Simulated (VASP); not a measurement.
Runs of VASP 6.6.1 on TaN. It takes space group Fm-3m (No. 225, cubic). The conventional cell has a = 4.358 Å, b = 4.358 Å, c = 4.358 Å, α = 90.00°, β = 90.00°, γ = 90.00°. Ta (site symmetry m-3m) has 6 N at 2.18 Å within 2.9 Å. Within 2.9 Å of N (site symmetry m-3m) lie 6 Ta at 2.18 Å. 

| k mesh | gap on the mesh (eV) | pressure (GPa) |
| --- | --- | --- |
| 11 × 11 × 11 | none | 15.5 |
| 4 × 4 × 4 | none | 16.7 |
| 5 × 5 × 5 | none | (a) |
| 3 × 3 × 3 | none | 22.1 |
| 7 × 7 × 7 | none | 15.4 |
| 9 × 9 × 9 | none | 15.4 |

Alike in all rows: task single point; level PBE; potentials or basis VASP PAW PBE potentials, release 64 (Ta_pv, N); no spin polarisation; cell as given; cutoff (eV) 520; smearing methfessel-paxton 0.1 eV.

Task: Estimate the missing entries.

Result: (a) 14.9.

Caveats: some runs use coarse meshes; spin-orbit coupling is left out, which moves the levels of the heavy elements.

A k mesh can miss the band edges, and the runs leave out spin-orbit coupling on Ta.

A gap of «none» marks levels without a gap at the run's occupations.
